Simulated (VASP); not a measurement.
Crystal: AlN.

```
Al N
1.0
     0.00000    2.11012    2.11012
     2.11012    0.00000    2.11012
     2.11012    2.11012    0.00000
Al N
1 1
Direct
  0.00000 0.00000 0.00000
  0.50000 0.50000 0.50000
```

This cell differs from its parent crystal: strain +4.5%.

Base run:

- Program: VASP 6.6.1
- Functional: PBE
- Potentials or basis: VASP PAW PBE potentials, release 64 (Al, N)
- Cutoff: 520 eV
- k mesh: 10 × 10 × 10
- Occupations: fermi-dirac, width 0.02 eV
- Spin: no spin polarisation

Its results: band gap on the k mesh 3.43 eV, indirect (least direct gap 3.94 eV); pressure -22.1 GPa.

**Question.** The run is repeated on the same cell with these changes: functional from PBE to r2SCAN; occupations from fermi-dirac, width 0.02 eV to gaussian, width 0.01 eV. What comes out?

**Answer.** Band gap on the k mesh 4.25 eV, indirect (least direct gap 4.70 eV); pressure -28.8 GPa.

Caveats: the PAW data sets were made with another functional, which shifts forces and pressure a little (some runs).

A k mesh can miss the band edges.
